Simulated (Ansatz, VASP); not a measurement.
## Two plane-wave programs on BN

```
B N
1.0
     2.30477    0.00000    0.00000
    -1.15239    1.99599    0.00000
     0.00000    0.00000    7.30474
B N
2 2
Direct
  0.33333 0.66667 0.25000
  0.66667 0.33333 0.75000
  0.33333 0.66667 0.75000
  0.66667 0.33333 0.25000
```

Alike in both runs: task single point; functional PBEsol; k mesh 12 × 12 × 4; occupations gaussian, width 0.05 eV; no spin polarisation.

|  | VASP | Ansatz |
| --- | --- | --- |
| version | VASP 6.6.1 | Ansatz 0.2.0 |
| potentials or method | VASP PAW PBE potentials, release 64 (B, N), cutoff 520 eV | scalar-relativistic, plane waves, PAW |
| valence electrons in the cell | 16 | 16 |

Ansatz gave:

```
gap on the k mesh at the Fermi level (eV) : 4.31
least direct gap on the mesh (eV)         : 5.22
```

Q: Estimate VASP's values.

A: gap on the k mesh at the Fermi level (eV): 4.30; least direct gap on the mesh (eV): 5.21.

VASP's potentials were made for PBE, not for PBEsol, and Ansatz warns of the same on its side. With one functional, cell and mesh, what is left measures potentials, basis and numerics.
